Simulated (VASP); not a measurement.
Here is a VASP 6.6.1 calculation.

File INCAR:

```
SYSTEM = Se
PREC = Accurate
ENCUT = 520
EDIFF = 1E-8
ISMEAR = -1
SIGMA = 0.03
LREAL = .False.
LASPH = .True.
NELM = 60
ALGO = Normal
ISIF = 2
LWAVE = .False.
LCHARG = .False.
GGA = CA
LEFG = .True.
NBANDS = 16
```

Contents of KPOINTS:

```
regular mesh
0
Gamma
  6 6 5
  0 0 0
```

Contents of POSCAR:

```
Se
1.0
    4.3951160230      0.0000000000      0.0000000000
   -2.1975580116      3.8062821286      0.0000000000
    0.0000000000      0.0000000000      4.9864062541
Se
3
Direct
    0.2254000000      0.0000000000      0.3333333333
    0.0000000000      0.2254000000      0.6666666667
    0.7746000000      0.7746000000      0.0000000000
```

Potentials or basis: VASP PAW LDA potentials, release 64 (Se).

Launch:

```sh
$ cat potpaw_LDA.64/Se/POTCAR > POTCAR
$ mpirun -np 1 vasp_std > vasp.out
```

(1) What does it give for the largest force?

(2) Estimate the pressure.

(3) What does it give for the band gap on the k mesh?

Answers

(1) 0.062 eV/Å.

(2) -2.1 GPa.

(3) 1.19 eV (least direct gap 1.38 eV).

Caveat: without QUAD_EFG the Cq values of the log hold for a quadrupole moment of 1 mb, not for the nuclei; an odd mesh through Γ misses points on the zone boundary, where band edges can lie.
